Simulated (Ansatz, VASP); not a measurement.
**Ti in VASP and in Ansatz**

```
Ti
1.0
     0.00000    2.03000    2.03000
     2.03000    0.00000    2.03000
     2.03000    2.03000    0.00000
Ti
1
Direct
  0.00000 0.00000 0.00000
```

Alike in both runs: task single point; functional LDA; k mesh 15 × 15 × 15; occupations fermi-dirac, width 0.05 eV; no spin polarisation.

```csv
,VASP,Ansatz
version,VASP 6.6.1,Ansatz 0.2.0
potentials or method,"VASP PAW LDA potentials, release 64 (Ti_sv), cutoff 500 eV","all-electron LAPW, scalar-relativistic"
```

|  | VASP | Ansatz | Ansatz less VASP |
| --- | --- | --- | --- |
| pressure (GPa) | -5.0 | -4.8 | +0.19 |

LDA's correlation is that of Perdew and Zunger in VASP and of Perdew and Wang (1992) in Ansatz. Ansatz ran all-electron here, and VASP with PAW potentials.
